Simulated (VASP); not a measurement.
# TiNi (Pm-3m) in VASP: further runs

TiNi is run at these levels: PBEsol+D3(BJ), PBEsol; tasks: relaxation of cell and atoms.

All numbers are computed with VASP 6.6.1; they aren't measurements. Logs are shortened: lines on timing, memory, paths and dates and some standing lists are left out, and cuts for length are marked.

## 1. The cell of the first run

The structure is cubic, space group Pm-3m (No. 221). The conventional cell has a = 2.988 Å, b = 2.988 Å, c = 2.988 Å, α = 90.00°, β = 90.00°, γ = 90.00°. Within 3.4 Å of Ti (site symmetry m-3m) lie 8 Ni at 2.59 Å and 6 Ti at 2.99 Å. Within 3.4 Å of Ni (site symmetry m-3m) lie 8 Ti at 2.59 Å and 6 Ni at 2.99 Å.

## 2. Relaxation of cell and atoms, PBEsol+D3(BJ), collinear spin, ferromagnetic start

Input file INCAR:

```
PREC = Accurate
ENCUT = 600
EDIFF = 1E-6
ISMEAR = -1
SIGMA = 0.15
LREAL = F
LASPH = T
NELM = 150
ALGO = Normal
ISIF = 3
LWAVE = F
LCHARG = F
ISPIN = 2
MAGMOM = 0 1
LORBIT = 11
LMAXMIX = 4
GGA = PS
IVDW = 12
IBRION = 2
NSW = 80
EDIFFG = -0.01
```

Input file KPOINTS:

```
Automatic mesh
0
Gamma
  8 8 8
```

Input file POSCAR:

```
TiNi
1.0
    2.9880660000      0.0000000000      0.0000000000
    0.0000000000      2.9880660000      0.0000000000
    0.0000000000      0.0000000000      2.9880660000
Ti Ni
1 1
Direct
    0.5000000000      0.5000000000      0.5000000000
    0.0000000000      0.0000000000      0.0000000000
```

Potentials or basis: VASP PAW PBE potentials, release 64 (Ti_sv, Ni).

Run with:

```console
cat potpaw_PBE.64/Ti_sv/POTCAR potpaw_PBE.64/Ni/POTCAR > POTCAR
mpirun -np 1 vasp_std > vasp.out
```

OUTCAR:

```text
PREC = Accurate
   ENCUT = 600
   EDIFF = 1E-6
   ISMEAR = -1
   LREAL = F
   LASPH = T
   NELM = 150
   ISIF = 3
   ISPIN = 2
   LORBIT = 11
   GGA = PS
   IVDW = 12
   IBRION = 2
   NSW = 80
   EDIFFG = -0.01
 IVDW          = 12

 ion  position               nearest neighbor table
   1  0.500  0.500  0.500-   2 2.59   2 2.59   2 2.59   2 2.59   2 2.59   2 2.59   2 2.59   2 2.59

   2  0.000  0.000  0.000-   1 2.59   1 2.59   1 2.59   1 2.59   1 2.59   1 2.59   1 2.59   1 2.59

  LATTYP: Found a simple cubic cell.
 ALAT       =     2.9880660000

  Lattice vectors:

 A1 = (   2.9880660000,   0.0000000000,   0.0000000000)
 A2 = (   0.0000000000,   2.9880660000,   0.0000000000)
 A3 = (   0.0000000000,   0.0000000000,   2.9880660000)

Analysis of symmetry for initial positions (statically):
=====================================================================
 Subroutine PRICEL returns:
 Original cell was already a primitive cell.

 Routine SETGRP: Setting up the symmetry group for a
 simple cubic supercell.

 Subroutine GETGRP returns: Found 48 space group operations
 (whereof 48 operations were pure point group operations)
 out of a pool of 48 trial point group operations.

The static configuration has the point symmetry O_h .

Analysis of symmetry for dynamics (positions and initial velocities):
=====================================================================
 Subroutine PRICEL returns:
 Original cell was already a primitive cell.

 Routine SETGRP: Setting up the symmetry group for a
 simple cubic supercell.

 Subroutine GETGRP returns: Found 48 space group operations
 (whereof 48 operations were pure point group operations)
 out of a pool of 48 trial point group operations.

The dynamic configuration has the point symmetry O_h .

Analysis of structural, dynamic, and magnetic symmetry:
=====================================================================
 Subroutine PRICEL returns:
 Original cell was already a primitive cell.

 Routine SETGRP: Setting up the symmetry group for a
 simple cubic supercell.

 Subroutine GETGRP returns: Found 48 space group operations
 (whereof 48 operations were pure point group operations)
 out of a pool of 48 trial point group operations.

The overall configuration has the point symmetry O_h .

 Subroutine INISYM returns: Found 48 space group operations
 (whereof 48 operations are pure point group operations),
 and found     1 'primitive' translations

----------------------------------------------------------------------------------------

                                     Primitive cell

  volume of cell :      26.6791
[... 89 lines left out ...]
   EDIFF  = 0.1E-05   stopping-criterion for ELM
   LREAL  =      F    real-space projection
   EDIFFG = -.1E-01   stopping-criterion for IOM
   NSW    =     80    number of steps for IOM
   IBRION =      2    ionic relax: 0-MD 1-quasi-New 2-CG
   NFREE  =      1    steps in history (QN), initial steepest desc. (CG)
   ISIF   =      3    stress and relaxation
   ISYM   =      2    0-nonsym 1-usesym 2-fastsym
   POTIM  = 0.5000    time-step for ionic-motion
   TEBEG  =    0.0;   TEEND  =   0.0 temperature during run
   PSTRESS=    0.0 pullay stress
   NELECT =      22.0000    total number of electrons
   NUPDOWN=      -1.0000    fix difference up-down
   EMIN   =  10.00;   EMAX   =-10.00  energy-range for DOS
   EFERMI =   0.00;   METHOD = LEGACY
   ISMEAR =    -1;   SIGMA  =   0.15  broadening in eV -4-tet -1-fermi 0-gaus
   EFERMI_NEDOS =   21; number of points for ismear=-14 and -15
   IALGO  =     38    algorithm
   IMIX   =      4    mixing-type and parameters
     AMIX     =   0.40;   BMIX     =  1.00
     AMIX_MAG =   1.60;   BMIX_MAG =  1.00
  volume/ion in A,a.u.               =      13.34        90.02
  Fermi-wavevector in a.u.,A,eV,Ry     =   1.535178  2.901067 32.065843  2.356773
  Thomas-Fermi vector in A             =   2.642003
   LORBIT       =     11    0 simple, 1 ext, 2 COOP (PROOUT), +10 PAW based schemes
   GGA     = PS    functional components
   LHFCALC =     F    Hartree Fock is set to
   AEXX    =    0.0000 exact exchange contribution
   IVDW    =    12    specifies the selected vdW correction
   LEPSILON=     F    determine dielectric tensor
   LRPA    =     F    only Hartree local field effects (RPA)
 conjugate gradient relaxation of ions
 spin polarized calculation
  energy-cutoff  :      600.00
  volume of cell :       26.68
 maximum number of plane-waves:       912
 NGX is ok and might be reduce to    24
   NGX = 11   NGY = 11   NGZ = 11

--------------------------------------- Ionic step        1  -------------------------------------------

 number of electron      21.9999986 magnetization       0.0093817

 number of electron      21.9999986 magnetization      -0.0007062

 Free energy of the ion-electron system (eV)
  ---------------------------------------------------
  ext. energy  EPLUGINS =         0.00000000
  ---------------------------------------------------
  free energy    TOTEN  =       -15.29896882 eV

  energy without entropy =      -15.09674479  energy(sigma->0) =      -15.19785681

 E-fermi :   9.4438     XC(G=0): -12.6631

 val. band max:        9.3775292720   @ k =   0.5000   0.1250   0.1250
 cond. band min:       9.4441411732   @ k =   0.3750   0.3750   0.0000
 fundamental gap:      0.0666119012
 Fermi energy:         9.4438007918

 spin component 1

 k-point     1 :       0.0000    0.0000    0.0000
  band No.  band energies     occupation
      1     -47.4326      1.00000
      2     -23.6286      1.00000
      3     -23.6286      1.00000
      4     -23.6286      1.00000
      5       1.6356      1.00000
      6       5.5681      1.00000
[... 1032 lines left out ...]
 number of electron      21.9999998 magnetization       0.0000001

 number of electron      21.9999998 magnetization      -0.0000010

 Free energy of the ion-electron system (eV)
  ---------------------------------------------------
  ext. energy  EPLUGINS =         0.00000000
  ---------------------------------------------------
  free energy    TOTEN  =       -15.28045949 eV

  energy without entropy =      -15.08694728  energy(sigma->0) =      -15.18370339

 E-fermi :  10.1602     XC(G=0): -12.9604

 val. band max:       10.1430278147   @ k =   0.2500   0.0000   0.0000
 cond. band min:      10.1746487526   @ k =   0.3750   0.3750   0.0000
 fundamental gap:      0.0316209380
 Fermi energy:        10.1601697207

 spin component 1

 k-point     1 :       0.0000    0.0000    0.0000
  band No.  band energies     occupation
      1     -46.6197      1.00000
      2     -22.7987      1.00000
      3     -22.7987      1.00000
      4     -22.7987      1.00000
      5       2.1035      1.00000
      6       5.9761      1.00000
[... 940 lines left out ...]
  FREE ENERGIE OF THE ION-ELECTRON SYSTEM (eV)
  ---------------------------------------------------
  free  energy   TOTEN  =       -16.4167251065 eV

  energy  without entropy=      -16.2232129008  energy(sigma->0) =      -16.31996900

 reached required accuracy - stopping structural energy minimisation

 total charge

# of ion       s       p       d       tot
------------------------------------------
    1        2.253   6.186   1.908  10.348
    2        0.610   0.520   8.342   9.472
--------------------------------------------------
tot          2.863   6.706  10.251  19.820

 magnetization (x)

# of ion       s       p       d       tot
------------------------------------------
    1        0.000  -0.000   0.000   0.000
    2       -0.000   0.000  -0.000  -0.000
--------------------------------------------------
tot         -0.000  -0.000   0.000   0.000
```

CONTCAR:

```text
TiNi
   1.00000000000000
     2.9342751354615499   -0.0000000000000000    0.0000000000000000
     0.0000000000000000    2.9342751354615499    0.0000000000000000
     0.0000000000000000   -0.0000000000000000    2.9342751354615499
  Ti              Ni
     1     1
Direct
     0.5000000000000000    0.5000000000000000    0.5000000000000000
     0.0000000000000000    0.0000000000000000    0.0000000000000000

  0.00000000E+00  0.00000000E+00  0.00000000E+00
  0.00000000E+00  0.00000000E+00  0.00000000E+00
```

It took 63 s on 1 thread of Intel Xeon Platinum 8488C (Sapphire Rapids), shared host; peak memory 0.17 GiB.

What came out:

```
Free energy                                           : -16.4167 eV
Relaxed volume                                        : 12.63 Å³/atom
Relaxed cell                                          : a = 2.934 Å, b = 2.934 Å, c = 2.934 Å, α = 90.00°, β = 90.00°, γ = 90.00°
Space group after relaxing (to 0.1 Å)                 : Pm-3m (No. 221)
Energy gained by relaxing                             : 21.0 meV/atom
Ionic steps                                           : 4
Pressure after relaxing                               : 0.0 GPa
Band gap on the k mesh                                : zero (filled and empty bands overlap)
Net moment                                            : 0.00 μB per cell
Valence electrons inside the program's atomic spheres : Ti 10.35; Ni 9.47
Dispersion energy per atom                            : -0.568 eV
```

Step by step:
```tsv
step	energy change (eV)	largest force (eV/Å)	pressure (GPa)	volume (Å³)
1	0.0000	0.0000	-9.45	26.68
2	0.0169	0.0000	13.27	23.75
3	-0.0419	0.0000	-0.21	25.29
4	-0.0419	0.0000	0.00	25.26
```

Final structure:
```
CELL_PARAMETERS angstrom
2.93428 0.00000 0.00000
0.00000 2.93428 0.00000
0.00000 0.00000 2.93428
ATOMIC_POSITIONS crystal
Ti 0.50000 0.50000 0.50000
Ni 0.00000 0.00000 0.00000
```

Levels at points of the mesh, in eV from the Fermi level:
Spin up:
```tsv
k point	band 9	band 10	band 11	band 12	band 13	band 14
(0.00, 0.00, 0.00)	-2.12	-2.12	0.51	0.51	2.85	2.85
(0.50, 0.00, 0.00)	-2.23	-1.79	-0.79	-0.58	0.71	0.71
(0.50, 0.50, 0.00)	-1.36	-0.75	0.58	0.58	1.02	2.52
(0.50, 0.50, 0.50)	-2.29	-2.29	-1.33	-1.33	3.44	3.44
```
Spin down:
| k point | band 7 | band 8 | band 9 | band 10 | band 11 | band 12 | band 13 | band 14 | band 15 | band 16 |
| --- | --- | --- | --- | --- | --- | --- | --- | --- | --- | --- |
| (0.00, 0.00, 0.00) | -4.18 | -2.12 | -2.12 | -2.12 | 0.51 | 0.51 | 2.85 | 2.85 | 2.85 | 9.08 |
| (0.50, 0.00, 0.00) | -2.97 | -2.23 | -2.23 | -1.79 | -0.79 | -0.58 | 0.71 | 0.71 | 2.46 | 4.17 |
| (0.50, 0.50, 0.00) | -2.95 | -2.95 | -1.36 | -0.75 | 0.58 | 0.58 | 1.02 | 2.52 | 2.52 | 3.36 |
| (0.50, 0.50, 0.50) | -2.98 | -2.29 | -2.29 | -2.29 | -1.33 | -1.33 | 3.44 | 3.44 | 6.60 | 8.46 |

Caveat: the PAW data sets were made with another functional, which shifts forces and pressure a little.

## 3. Relaxation of cell and atoms, PBEsol, collinear spin, ferromagnetic start

Input file INCAR:

```
SYSTEM = TiNi
  PREC = Accurate
  ENCUT = 600
  EDIFF = 1E-7
  ISMEAR = -1
  SIGMA = 0.15
  LREAL = .FALSE.
  LASPH = .TRUE.
  NELM = 150
  ALGO = Normal
  ISIF = 3
  LWAVE = .FALSE.
  LCHARG = .FALSE.
  ISPIN = 2
  MAGMOM = 0 1
  LORBIT = 11
  LMAXMIX = 4
  GGA = PS
  IBRION = 2
  NSW = 80
  EDIFFG = -0.01
```

Input file KPOINTS:

```
regular mesh
0
G
  8 8 8
  0 0 0
```

POSCAR is that of step 2.

Potentials or basis: VASP PAW PBE potentials, release 64 (Ti_sv, Ni).

Run with:

```console
cat potpaw_PBE.64/Ti_sv/POTCAR potpaw_PBE.64/Ni/POTCAR > POTCAR
mpirun -np 1 vasp_std > vasp.out
```

It took 68 s on 1 thread of Intel Xeon Platinum 8488C (Sapphire Rapids), shared host; peak memory 0.17 GiB.

The run converged. Its results:

```yaml
Free_energy: -15.3024 eV
Relaxed_volume: 13.13 Å³/atom
Relaxed_cell: a = 2.973 Å, b = 2.973 Å, c = 2.973 Å, α = 90.00°, β = 90.00°, γ = 90.00°
Space_group_after_relaxing_to_0.1_Å: Pm-3m (No. 221)
Energy_gained_by_relaxing: 1.7 meV/atom
Ionic_steps: 3
Pressure_after_relaxing: 0.0 GPa
Band_gap_on_the_k_mesh: zero (filled and empty bands overlap)
Net_moment: 0.00 μB per cell
Valence_electrons_inside_the_program's_atomic_spheres: Ti 10.29; Ni 9.41
```

Step by step:
| step | energy change (eV) | largest force (eV/Å) | pressure (GPa) | volume (Å³) |
| --- | --- | --- | --- | --- |
| 1 | 0.0000 | 0.0000 | -2.61 | 26.68 |
| 2 | 0.0002 | 0.0000 | 2.86 | 25.85 |
| 3 | -0.0034 | 0.0000 | 0.00 | 26.27 |

Final structure:
```yaml
crystal:
  lattice:
    - [2.97257, 0.00000, 0.00000]
    - [0.00000, 2.97257, 0.00000]
    - [0.00000, 0.00000, 2.97257]
  atoms:
    - { symbol: Ti, position: [0.50000, 0.50000, 0.50000] }
    - { symbol: Ni, position: [0.00000, 0.00000, 0.00000] }
```

Levels at points of the mesh, in eV from the Fermi level:
Spin up:
| k point | band 9 | band 10 | band 11 | band 12 | band 13 | band 14 |
| --- | --- | --- | --- | --- | --- | --- |
| (0.00, 0.00, 0.00) | -2.02 | -2.02 | 0.49 | 0.49 | 2.72 | 2.72 |
| (0.50, 0.00, 0.00) | -2.13 | -1.71 | -0.72 | -0.59 | 0.70 | 0.70 |
| (0.50, 0.50, 0.00) | -1.30 | -0.73 | 0.53 | 0.53 | 0.98 | 2.40 |
| (0.50, 0.50, 0.50) | -2.16 | -2.16 | -1.27 | -1.27 | 3.27 | 3.27 |
Spin down:
```csv
k point,band 7,band 8,band 9,band 10,band 11,band 12,band 13,band 14,band 15,band 16
"(0.00, 0.00, 0.00)",-3.96,-2.02,-2.02,-2.02,0.49,0.49,2.72,2.72,2.72,8.80
"(0.50, 0.00, 0.00)",-2.80,-2.13,-2.13,-1.71,-0.72,-0.59,0.70,0.70,2.35,3.96
"(0.50, 0.50, 0.00)",-2.80,-2.80,-1.30,-0.73,0.53,0.53,0.98,2.40,2.40,3.19
"(0.50, 0.50, 0.50)",-2.86,-2.16,-2.16,-2.16,-1.27,-1.27,3.27,3.27,6.32,8.15
```

Caveat: the PAW data sets were made with another functional, which shifts forces and pressure a little.
